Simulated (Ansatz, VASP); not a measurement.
## Two plane-wave programs on Sc3Cr

File INCAR:

```
SYSTEM = Sc3Cr
ALGO     = Fast           ! electronic algorithm
EDIFF    = 1E-7           ! SCF threshold, eV
ENCUT    = 520            ! plane-wave cutoff, eV
GGA      = PE             ! functional
ISIF     = 2              ! what is computed and relaxed
ISMEAR   = 0              ! smearing method
LASPH    = .True.         ! aspherical terms in the spheres
LCHARG   = .False.        ! write CHGCAR
LREAL    = .False.        ! projectors in reciprocal space
LWAVE    = .False.        ! write WAVECAR
NBANDS   = 30             ! bands
NELM     = 80             ! most SCF steps
PREC     = Accurate       ! precision mode
SIGMA    = 0.1            ! smearing width, eV
```

Contents of KPOINTS:

```
k-points
0
Gamma
  10 10 10
  0 0 0
```

POSCAR

```
Sc3Cr
1.0
    0.0000000000      3.4972568349      3.4972568349
    3.4972568349      0.0000000000      3.4972568349
    3.4972568349      3.4972568349      0.0000000000
Sc Cr
3 1
Direct
    0.2500000000      0.2500000000      0.2500000000
    0.7500000000      0.7500000000      0.7500000000
    0.5000000000      0.5000000000      0.5000000000
    0.0000000000      0.0000000000      0.0000000000
```

Input for Ansatz:

```yaml
crystal:
  lattice:
    - [0.0, 3.4972568349, 3.4972568349]
    - [3.4972568349, 0.0, 3.4972568349]
    - [3.4972568349, 3.4972568349, 0.0]
  atoms:
    - { symbol: Sc, position: [0.25, 0.25, 0.25] }
    - { symbol: Sc, position: [0.75, 0.75, 0.75] }
    - { symbol: Sc, position: [0.5, 0.5, 0.5] }
    - { symbol: Cr, position: [0.0, 0.0, 0.0] }
basis:
  ecutwfc: 420
kpoints:
  mp_grid: { grid: [10, 10, 10] }
hamiltonian:
  xc: pbe
scf:
  occupations: { method: gaussian, width: 0.1 }
  lower_state_search: "off"
output:
  forces: true
  stress: true
  eigenvalues: true
```

Alike in both runs: task single point; functional PBE; k mesh 10 × 10 × 10; occupations gaussian, width 0.1 eV; no spin polarisation.

```csv
,VASP,Ansatz
version,VASP 6.6.1,Ansatz 0.2.0
potentials or method,"VASP PAW PBE potentials, release 64 (Sc_sv, Cr_pv), cutoff 520 eV","scalar-relativistic, plane waves, PAW"
valence electrons in the cell,45,47
```

Ansatz gave:

```
gap on the k mesh at the Fermi level (eV) : none
pressure (GPa)                            : -4.7
```

Which values does VASP return?

gap on the k mesh at the Fermi level (eV): none; pressure (GPa): -4.6.

A gap of «none» marks a metal or a gap that the smearing closes. VASP's potentials hold 45 valence electrons a cell and Ansatz's 47, so a difference there can come from the potentials and not from the codes.
